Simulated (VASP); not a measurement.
A run of VASP 6.6.1 is set up as follows.

File INCAR:

```
SYSTEM = Pd
PREC     = Accurate       ! precision mode
ENCUT    = 520            ! plane-wave cutoff, eV
EDIFF    = 1E-6           ! SCF threshold, eV
ISMEAR   = -1             ! smearing method
SIGMA    = 0.08           ! smearing width, eV
LREAL    = .False.        ! projectors in reciprocal space
LASPH    = .True.         ! aspherical terms in the spheres
NELM     = 80             ! most SCF steps
ALGO     = Normal         ! electronic algorithm
ISIF     = 2              ! what is computed and relaxed
LWAVE    = .False.        ! write WAVECAR
LCHARG   = .False.        ! write CHGCAR
LDIPOL   = .True.       
IDIPOL   = 3            
DIPOL    = 0.5 0.5 0.500
GGA      = PE             ! functional
NBANDS   = 22             ! bands
```

The input KPOINTS:

```
Automatic mesh
0
Gamma
  17 17 1
  0 0 0
```

POSCAR

```
Pd
1.0
    2.7896894615      0.0000000000      0.0000000000
   -1.3948447308      2.4159419423      0.0000000000
    0.0000000000      0.0000000000     20.5555000000
Pd
3
Direct
    0.1666666665      0.3333333335      0.3891891754
    0.5000000005      0.9999999995      0.4999999997
    0.8333333335      0.6666666665      0.6108108246
```

Potentials or basis: VASP PAW PBE potentials, release 64 (Pd).

Command:

```sh
$ cat potpaw_PBE.64/Pd/POTCAR > POTCAR
$ mpirun -np 1 vasp_std > vasp.out
```

Q: What does it give for the largest force?

A: 0.036 eV/Å.

Q: What does it give for the band gap on the k mesh?

A: Zero (band 15 reaches -0.16 eV, above the bottom of band 16 at -0.99 eV).

Forces on the atoms (eV/Å):
```
Pd   0.000  0.000  0.036
Pd   0.000  0.000  0.000
Pd   0.000  0.000 -0.036
```
